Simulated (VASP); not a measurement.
Runs of VASP 6.6.1 on AlN. The structure is that of space group Fm-3m (No. 225), or close to it. The cells are those of the table. 

| cell | gap on the mesh (eV) | pressure (GPa) |
| --- | --- | --- |
| a = 2.668 Å, angles 60.0°, 2 atoms | 4.85 | (a) |
| a = 2.785 Å, angles 60.0°, 2 atoms | 5.16 | 30.0 |
| a = 2.892 Å, angles 60.0°, 2 atoms | 4.28 | -3.8 |
| a = 2.821 Å, angles 60.0°, 2 atoms | 5.00 | 16.6 |
| a = 2.857 Å, angles 60.0°, 2 atoms | (b) | 5.4 |
| a = 2.708 Å, angles 60.0°, 2 atoms | 4.97 | 65.5 |
| a = 2.747 Å, angles 60.0°, 2 atoms | 5.07 | 46.1 |

Alike in all rows: task single point; level PBE; potentials or basis VASP PAW PBE potentials, release 64 (Al, N); no spin polarisation; k mesh 8 × 8 × 8; cutoff (eV) 600; smearing fermi-dirac 0.01 eV.

Task: Fill in the values left out.

Result: (a) 89.0; (b) 4.63.

A k mesh can miss the band edges.
